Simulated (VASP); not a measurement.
Write the native input for VASP 6.6.1 that does the following.

| Quantity | Value |
| --- | --- |
| Task | single point |
| Functional | r2SCAN |
| Dispersion | D3(BJ) |
| Potentials or basis | VASP PAW PBE potentials, release 64 (Pb_d, Se) |
| Cutoff | 520 eV |
| k mesh | 5 × 5 × 5 |
| Occupations | fermi-dirac, width 0.1 eV |
| Spin | no spin polarisation |
| Dipole correction | no |
| Further INCAR settings | ALGO = Normal; EDIFF = 1e-06; NBANDS = 17 |

The system is PbSe.

```
CELL_PARAMETERS angstrom
0.00000 3.07285 3.07285
3.07285 0.00000 3.07285
3.07285 3.07285 0.00000
ATOMIC_POSITIONS crystal
Pb 0.00000 0.00000 0.00000
Se 0.50000 0.50000 0.50000
```

The input as run:

POSCAR

```
PbSe
1.0
    0.0000000000      3.0728520451      3.0728520451
    3.0728520451      0.0000000000      3.0728520451
    3.0728520451      3.0728520451      0.0000000000
Pb Se
1 1
Direct
    0.0000000000      0.0000000000      0.0000000000
    0.5000000000      0.5000000000      0.5000000000
```

INCAR.step1

```
  PREC = Accurate
  ENCUT = 520
  ISMEAR = -1
  SIGMA = 0.1
  LREAL = F
  LASPH = T
  NELM = 60
  NBANDS = 17
  GGA = PE
  ALGO = Normal
  EDIFF = 1E-4
  LWAVE = T
  LCHARG = F
```

INCAR.step2

```
  PREC = Accurate
  ENCUT = 520
  EDIFF = 1E-6
  ISMEAR = -1
  SIGMA = 0.1
  LREAL = F
  LASPH = T
  NELM = 60
  ALGO = Normal
  ISIF = 2
  LWAVE = F
  LCHARG = F
  METAGGA = R2SCAN
  LMIXTAU = T
  IVDW = 12
  VDW_S6 = 1.0
  VDW_S8 = 0.78981345
  VDW_A1 = 0.49484001
  VDW_A2 = 5.73083694
  NBANDS = 17
  ISTART = 1
```

KPOINTS

```
Automatic mesh
0
Gamma
  5 5 5
```

Potentials or basis: VASP PAW PBE potentials, release 64 (Pb_d, Se).

Run with:

```sh
$ cat potpaw_PBE.64/Pb_d/POTCAR potpaw_PBE.64/Se/POTCAR > POTCAR
$ cp INCAR.step1 INCAR
$ mpirun -np 1 vasp_std > vasp.out
$ cp INCAR.step2 INCAR
$ mpirun -np 1 vasp_std > vasp.out
```

Results of the run:

```
Pressure                   : -0.2 GPa
Dispersion energy per atom : -0.171 eV
```

Caveat: three body term missing; the PAW data sets were made with another functional, which shifts forces and pressure a little.

It took 48 s on 1 thread of AMD EPYC 7R13, on a shared host, peak memory 0.16 GiB.
